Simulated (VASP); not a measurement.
BeTe:

```xyz
2
Lattice="0.0000 2.8286 2.8286 2.8286 0.0000 2.8286 2.8286 2.8286 0.0000" Properties=species:S:1:pos:R:3 pbc="T T T"
Be    0.0000    0.0000    0.0000
Te    1.4143    1.4143    1.4143
```

Base run:

- Program: VASP 6.6.1
- Functional: PBE0
- Potentials or basis: VASP PAW PBE potentials, release 64 (Be, Te)
- Cutoff: 520 eV
- k mesh: 6 × 6 × 6
- Occupations: gaussian, width 0.01 eV
- Spin: no spin polarisation

Its results: band gap on the k mesh 3.34 eV, indirect (least direct gap 5.17 eV); pressure -1.0 GPa.

Question: The run is repeated on the same cell with these changes: functional from PBE0 to HSE06. What comes out?

Answer: Band gap on the k mesh 2.67 eV, indirect (least direct gap 4.48 eV); pressure -0.9 GPa.

Caveats: the PAW data sets were made with another functional, which shifts forces and pressure a little; spin-orbit coupling is left out, which moves the levels of the heavy elements.

A k mesh can miss the band edges.
